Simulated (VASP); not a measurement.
# K8HPt4 (a cell with a defect) in VASP: further runs, part 2 of 2

VASP 6.6.1. The steps go on from the part before.

## 3. Single point, PBEsol

File INCAR:

```
SYSTEM = K8HPt4
ALGO     = Normal         ! electronic algorithm
EDIFF    = 1E-6           ! SCF threshold, eV
ENCUT    = 520            ! plane-wave cutoff, eV
GGA      = PS             ! functional
ISIF     = 2              ! what is computed and relaxed
ISMEAR   = -1             ! smearing method
LASPH    = .True.         ! aspherical terms in the spheres
LCHARG   = .False.        ! write CHGCAR
LREAL    = .False.        ! projectors in reciprocal space
LWAVE    = .False.        ! write WAVECAR
NBANDS   = 68             ! bands
NELM     = 60             ! most SCF steps
PREC     = Accurate       ! precision mode
SIGMA    = 0.1            ! smearing width, eV
```

File KPOINTS:

```
k-points
0
Gamma
  2 2 2
  0 0 0
```

File POSCAR:

```
K8HPt4
1.0
    7.5629260000      0.0000000000      0.0000000000
    0.0000000000      7.5629260000      0.0000000000
    0.0000000000      0.0000000000      7.5629260000
K Pt H
8 4 1
Direct
    0.7486519106      0.7796729731      0.7488058193
    0.2126056767      0.2477311030      0.2862964678
    0.2128095660      0.2479413391      0.7135231787
    0.7486684386      0.7796688742      0.2507468670
    0.2401381423      0.7573835841      0.2469208346
    0.7240790139      0.2693302830      0.7528178909
    0.7239696647      0.2693729914      0.2466062738
    0.2400537834      0.7574848676      0.7525012145
    0.0011674053      0.0305084302     -0.0003105941
    0.4496442250      0.4774928381     -0.0001364551
    0.4918144115      0.0064869073      0.4998024574
   -0.0256927015      0.5242448491      0.4998045730
    0.3189174402      0.3125549556     -0.0003727393
```

Potentials or basis: VASP PAW PBE potentials, release 64 (K_sv, Pt, H).

Started as:

```console
$ cat potpaw_PBE.64/K_sv/POTCAR potpaw_PBE.64/Pt/POTCAR potpaw_PBE.64/H/POTCAR > POTCAR
$ mpirun -np 1 vasp_std > vasp.out
```

OUTCAR:

```text
SYSTEM = K8HPt4
   EDIFF = 1E-6
   ENCUT = 520
   GGA = PS
   ISIF = 2
   ISMEAR = -1
   LASPH = .True.
   LREAL = .False.
   NELM = 60
   PREC = Accurate

 ion  position               nearest neighbor table
   1  0.749  0.780  0.749-  12 3.19  11 3.20   9 3.29   6 3.71   8 3.72   4 3.77   4 3.80
   2  0.213  0.248  0.286-   9 3.16  12 3.20  11 3.22   3 3.23  10 3.31   7 3.71   5 3.73
   3  0.213  0.248  0.714-   9 3.15  12 3.20  11 3.22   2 3.23  10 3.30   6 3.71   8 3.73
[... 786 lines left out ...]
 VOLUME and BASIS-vectors are now :
 -----------------------------------------------------------------------------
  energy-cutoff  :      520.00
  volume of cell :      432.58
      direct lattice vectors                 reciprocal lattice vectors
     7.562926000  0.000000000  0.000000000     0.132223957  0.000000000  0.000000000
     0.000000000  7.562926000  0.000000000     0.000000000  0.132223957  0.000000000
     0.000000000  0.000000000  7.562926000     0.000000000  0.000000000  0.132223957

 POSITION                                       TOTAL-FORCE (eV/Angst)
 -----------------------------------------------------------------------------------
      5.66200      5.89661      5.66316        -0.026352     -0.021873      0.001679
      1.60792      1.87357      2.16524        -0.024087     -0.014828     -0.061686
      1.60946      1.87516      5.39632        -0.027058     -0.016678      0.053295
      5.66212      5.89658      1.89638        -0.025671     -0.021245     -0.001285
      1.81615      5.72804      1.86744        -0.018819     -0.002171      0.006072
      5.47616      2.03692      5.69351        -0.013568     -0.013866     -0.002282
      5.47533      2.03725      1.86506        -0.012887     -0.014858      0.003297
      1.81551      5.72880      5.69111        -0.017509     -0.002731     -0.005038
      0.00883      0.23073      7.56058        -0.137166     -0.126720      0.001285
      3.40063      3.61124      7.56189         0.169968      0.184039     -0.001818
      3.71956      0.04906      3.77997        -0.031914      0.008196     -0.000500
      7.36861      3.96482      3.77999         0.002476     -0.025853     -0.000528
      2.41195      2.36383      7.56011         0.162587      0.068587      0.007508
 -----------------------------------------------------------------------------------
    total drift:                                0.000771      0.000390     -0.000107

  FREE ENERGIE OF THE ION-ELECTRON SYSTEM (eV)
  ---------------------------------------------------
  free  energy   TOTEN  =       -38.1471173648 eV

  energy  without entropy=      -38.0315196122  energy(sigma->0) =      -38.08931849
```

stdout:

```text
POSCAR found type information on POSCAR K PtH
 POSCAR found :  3 types and      13 ions
 scaLAPACK will be used
 -----------------------------------------------------------------------------
|                                                                             |
|                                                                             |
|     You enforced a specific xc type in the INCAR file but a different       |
|     I HOPE YOU KNOW WHAT YOU ARE DOING!                                     |
|                                                                             |
 -----------------------------------------------------------------------------

 LDA part: xc-table for (Slater+PW92), standard interpolation
 POSCAR, INCAR and KPOINTS ok, starting setup
 FFT: planning ... GRIDC
 FFT: planning ... GRID_SOFT
 FFT: planning ... GRID
 WAVECAR not read
 entering main loop
```

Wall time 2.8 min (1 thread of AMD EPYC 9R45 (Zen 5), shared host); peak memory 0.51 GiB.

What came out:

- Free energy: -38.1471 eV
- Pressure: 0.1 GPa
- Largest force: 0.251 eV/Å
- Band gap on the k mesh: zero (an odd number of electrons rules out a gap without spin polarisation)

Forces on the atoms (eV/Å):
```
K   -0.026 -0.022  0.002
K   -0.024 -0.015 -0.062
K   -0.027 -0.017  0.053
K   -0.026 -0.021 -0.001
K   -0.019 -0.002  0.006
K   -0.014 -0.014 -0.002
K   -0.013 -0.015  0.003
K   -0.018 -0.003 -0.005
Pt  -0.137 -0.127  0.001
Pt   0.170  0.184 -0.002
Pt  -0.032  0.008 -0.001
Pt   0.002 -0.026 -0.001
H    0.163  0.069  0.008
```

Stress tensor (GPa, compression positive):
```
-0.20 -0.15  0.00
-0.15 -0.23  0.00
 0.00  0.00  0.64
```

Levels at points of the mesh, in eV from the Fermi level:
| k point | band 52 | band 53 | band 54 | band 55 | band 56 | band 57 | band 58 | band 59 | band 60 | band 61 |
| --- | --- | --- | --- | --- | --- | --- | --- | --- | --- | --- |
| (0.00, 0.00, 0.00) | -1.11 | -1.10 | -1.09 | -1.09 | -1.03 | -0.22 | 0.49 | 0.50 | 1.66 | 2.35 |
| (0.50, 0.00, 0.00) | -1.15 | -1.12 | -1.10 | -1.10 | -1.09 | 0.17 | 1.20 | 1.25 | 1.47 | 1.51 |
| (0.00, 0.50, 0.00) | -1.17 | -1.11 | -1.10 | -1.09 | -1.08 | 0.15 | 1.24 | 1.27 | 1.46 | 1.51 |
| (0.00, 0.00, 0.50) | -1.15 | -1.13 | -1.11 | -1.10 | -1.10 | 0.01 | 1.11 | 1.30 | 1.42 | 1.59 |
| (0.50, 0.50, 0.00) | -1.15 | -1.14 | -1.14 | -1.13 | -1.11 | -0.08 | 0.86 | 0.99 | 1.03 | 1.91 |
| (0.00, 0.50, 0.50) | -1.17 | -1.16 | -1.15 | -1.11 | -1.10 | 0.12 | 0.83 | 1.01 | 1.03 | 1.40 |
| (0.50, 0.00, 0.50) | -1.17 | -1.16 | -1.15 | -1.11 | -1.10 | 0.18 | 0.84 | 0.97 | 1.01 | 1.27 |
| (0.50, 0.50, 0.50) | -1.13 | -1.12 | -1.11 | -1.11 | -1.10 | -0.34 | 0.22 | 0.24 | 0.27 | 1.81 |

Caveat: the k points lie up to 0.42 Å⁻¹ apart, too coarse for converged energies and pressures of a metal; the PAW data sets were made with another functional, which shifts forces and pressure a little; spin-orbit coupling is left out, which moves the levels of the heavy elements.

## 4. Single point, PBEsol

File INCAR:

```
PREC = Accurate ; ENCUT = 520
EDIFF = 1E-6 ; ISMEAR = -1
SIGMA = 0.1 ; LREAL = F
LASPH = T ; NELM = 100
ALGO = Normal ; ISIF = 2
LWAVE = F ; LCHARG = F
GGA = PS ; NBANDS = 68
```

File KPOINTS:

```
Automatic mesh
0
Gamma
  2 2 2
```

File POSCAR:

```
K8HPt4
1.0
    7.5629260000      0.0000000000      0.0000000000
    0.0000000000      7.5629260000      0.0000000000
    0.0000000000      0.0000000000      7.5629260000
K Pt H
8 4 1
Direct
    0.7470574220      0.7714889713      0.7443291128
    0.2195523267      0.2396456081      0.2702648419
    0.2199573287      0.2401103753      0.7296616415
    0.7469566673      0.7713904645      0.2549785625
    0.2381092979      0.7490311290      0.2470320350
    0.7310075492      0.2626472876      0.7498080769
    0.7307805207      0.2627267542      0.2494796326
    0.2381119424      0.7492851312      0.7522685003
   -0.0112775135      0.0117212571     -0.0002861326
    0.4830495499      0.5015803407     -0.0003347911
    0.4875788815      0.0045091014      0.4997286764
   -0.0182516661      0.5115001786      0.4997280153
    0.2972110265      0.4048485996      0.0002257063
```

Started as:

```console
$ cat potpaw_PBE.64/K_sv/POTCAR potpaw_PBE.64/Pt/POTCAR potpaw_PBE.64/H/POTCAR > POTCAR
$ mpirun -np 1 vasp_std > vasp.out
```

Run time: 2.9 min. Hardware: 1 thread of AMD EPYC 9R45 (Zen 5), shared host; peak memory 0.51 GiB.

Results (log left out):

* Free energy: -38.3283 eV
* Pressure: 0.0 GPa
* Largest force: 0.196 eV/Å
* Band gap on the k mesh: zero (an odd number of electrons rules out a gap without spin polarisation)

Forces in eV/Å, atoms in the order of the input:
```
K   -0.010 -0.024 -0.007
K    0.014 -0.017 -0.036
K    0.014 -0.018  0.036
K   -0.010 -0.024  0.007
K   -0.007 -0.021 -0.001
K    0.010 -0.017 -0.004
K    0.010 -0.017  0.004
K   -0.007 -0.021  0.002
Pt  -0.030 -0.042  0.000
Pt   0.127  0.080  0.000
Pt  -0.012 -0.009  0.000
Pt   0.012 -0.030  0.000
H   -0.111  0.161  0.000
```

Stress tensor (GPa, compression positive):
```
-0.07  0.04  0.00
 0.04 -0.04  0.00
 0.00  0.00  0.26
```

Levels at points of the mesh, in eV from the Fermi level:
```csv
k point,band 53,band 54,band 55,band 56,band 57,band 58,band 59,band 60
"(0.00, 0.00, 0.00)",-1.09,-1.07,-1.06,-1.02,-0.21,0.48,0.49,1.58
"(0.50, 0.00, 0.00)",-1.09,-1.08,-1.07,-1.07,0.10,1.22,1.36,1.45
"(0.00, 0.50, 0.00)",-1.11,-1.09,-1.09,-1.08,0.16,1.19,1.22,1.46
"(0.00, 0.00, 0.50)",-1.11,-1.10,-1.09,-1.09,0.09,1.12,1.25,1.47
"(0.50, 0.50, 0.00)",-1.14,-1.13,-1.12,-1.10,-0.05,0.90,0.97,1.01
"(0.00, 0.50, 0.50)",-1.14,-1.14,-1.10,-1.08,0.18,0.91,0.96,1.00
"(0.50, 0.00, 0.50)",-1.15,-1.15,-1.10,-1.09,0.04,0.91,0.95,1.02
"(0.50, 0.50, 0.50)",-1.11,-1.10,-1.09,-1.08,-0.38,0.23,0.24,0.26
```

Caveat: the k points lie up to 0.42 Å⁻¹ apart, too coarse for converged energies and pressures of a metal; the PAW data sets were made with another functional, which shifts forces and pressure a little; spin-orbit coupling is left out, which moves the levels of the heavy elements.

## 5. The runs side by side

```tsv
cell	gap on the mesh (eV)	pressure (GPa)	largest force (eV/Å)
as given, atomic positions A	none	0.0	0.21
as given, atomic positions B	none	0.1	0.25
as given, atomic positions C	none	0.0	0.20
```

Alike in all rows: task single point; level PBEsol; potentials or basis VASP PAW PBE potentials, release 64 (K_sv, Pt, H); no spin polarisation; k mesh 2 × 2 × 2; cutoff (eV) 520; smearing fermi-dirac 0.1 eV.

Caveats: all runs use coarse meshes; the PAW data sets were made with another functional, which shifts forces and pressure a little; spin-orbit coupling is left out, which moves the levels of the heavy elements.

Total energies depend on the potentials used, so only differences within one code and one set of settings carry meaning.
